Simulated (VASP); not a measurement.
## Nb: single point with PBE

Nb:

```
Nb
1.0
     0.00000    2.60258    2.60258
     2.60258    0.00000    2.60258
     2.60258    2.60258    0.00000
Nb
2
Direct
  0.87500 0.87500 0.87500
  0.12500 0.12500 0.12500
```

| Item | Value |
| --- | --- |
| Program | VASP 6.6.1 |
| Task | single point |
| Functional | PBE |
| Potentials or basis | VASP PAW PBE potentials, release 64 (Nb_sv) |
| Cutoff | 520 eV |
| k mesh | 13 × 13 × 13 |
| Occupations | fermi-dirac, width 0.05 eV |
| Spin | no spin polarisation |
| Dipole correction | no |
| Further INCAR settings | ALGO = Normal; EDIFF = 1e-06; NBANDS = 20 |

| Item | Value |
| --- | --- |
| Pressure | 55.1 GPa |
| Band gap on the k mesh | zero (band 13 reaches 12.54 eV, above the bottom of band 14 at 9.97 eV) |

Levels at points of the mesh, in eV from the Fermi level:
```tsv
k point	band 9	band 10	band 11	band 12	band 13	band 14	band 15	band 16	band 17	band 18
(0.00, 0.00, 0.00)	-5.40	-3.10	-3.10	-0.89	-0.89	-0.89	2.76	2.76	2.76	7.60
```

It took 25 s on 1 thread of Intel(R) Xeon(R) 6975P-C (Granite Rapids), on a shared host, peak memory 0.18 GiB.
